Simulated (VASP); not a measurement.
A run of VASP 6.6.1:

File INCAR:

```
PREC = Accurate
ENCUT = 520
EDIFF = 1E-7
ISMEAR = 0
SIGMA = 0.03
LREAL = False
LASPH = True
NELM = 150
ALGO = Normal
ISIF = 2
LWAVE = False
LCHARG = False
ISPIN = 2
MAGMOM = 2 0 0
LORBIT = 11
LMAXMIX = 4
GGA = PE
NBANDS = 20
```

File KPOINTS:

```
regular mesh
0
Gamma
  9 9 9
```

Contents of POSCAR:

```
CoSi2
1.0
    0.0000000000      2.6780000000      2.6780000000
    2.6780000000      0.0000000000      2.6780000000
    2.6780000000      2.6780000000      0.0000000000
Co Si
1 2
Direct
    0.0000000000      0.0000000000      0.0000000000
    0.7500000000      0.7500000000      0.7500000000
    0.2500000000      0.2500000000      0.2500000000
```

Potentials or basis: VASP PAW PBE potentials, release 64 (Co, Si).

Command:

```bash
$ cat potpaw_PBE.64/Co/POTCAR potpaw_PBE.64/Si/POTCAR > POTCAR
$ mpirun -np 1 vasp_std > vasp.out
```

Hardware: 1 thread of AMD EPYC 7R13 Processor (Zen 3), with other jobs on the host.

**Question.** Estimate the wall time of this run.

**Answer.** It took 60 s on 1 thread of AMD EPYC 7R13 Processor (Zen 3), with other jobs on the host, peak memory 0.16 GiB. Counts: scf iterations 17, k points 35.
